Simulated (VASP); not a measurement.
Here is a VASP 6.6.1 calculation.

Contents of POSCAR:

```
SrTe
1.0
    0.0000000000      3.3359944144      3.3359944144
    3.3359944144      0.0000000000      3.3359944144
    3.3359944144      3.3359944144      0.0000000000
Sr Te
1 1
Direct
    0.0000000000      0.0000000000      0.0000000000
    0.5000000000      0.5000000000      0.5000000000
```

INCAR.step1

```
  ALGO = Normal
  EDIFF = 1E-5
  ENCUT = 400
  GGA = PE
  GGA_COMPAT = F
  ISIF = 2
  ISMEAR = 0
  LASPH = T
  LREAL = F
  LWAVE = T
  NBANDS = 15
  NELM = 120
  PREC = Accurate
  SIGMA = 0.01
```

Contents of INCAR.step2:

```
  ALGO = Normal
  EDIFF = 1E-6
  ENCUT = 400
  GGA = PE
  GGA_COMPAT = F
  HFSCREEN = 0.2079
  ISIF = 2
  ISMEAR = 0
  ISTART = 1
  LASPH = T
  LCHARG = T
  LELF = T
  LHFCALC = T
  LREAL = F
  LVHAR = T
  LWAVE = F
  NBANDS = 15
  NELM = 120
  PREC = Accurate
  PRECFOCK = Normal
  SIGMA = 0.01
```

File KPOINTS:

```
k-points
0
Gamma
  4 4 4
```

Potentials or basis: VASP PAW PBE potentials, release 64 (Sr_sv, Te).

Run with:

```bash
$ cat potpaw_PBE.64/Sr_sv/POTCAR potpaw_PBE.64/Te/POTCAR > POTCAR
$ cp INCAR.step1 INCAR
$ mpirun -np 1 vasp_std > vasp.out
$ cp INCAR.step2 INCAR
$ mpirun -np 1 vasp_std > vasp.out
```

What does it give for the band gap on the k mesh?

2.45 eV (least direct gap 3.27 eV).

What does it give for the pressure?

0.4 GPa.

Caveat: the cell differs from its parent crystal (strain -0.5%); the PAW data sets were made with another functional, which shifts forces and pressure a little; spin-orbit coupling is left out, which moves the levels of the heavy elements. A k mesh can miss the band edges.
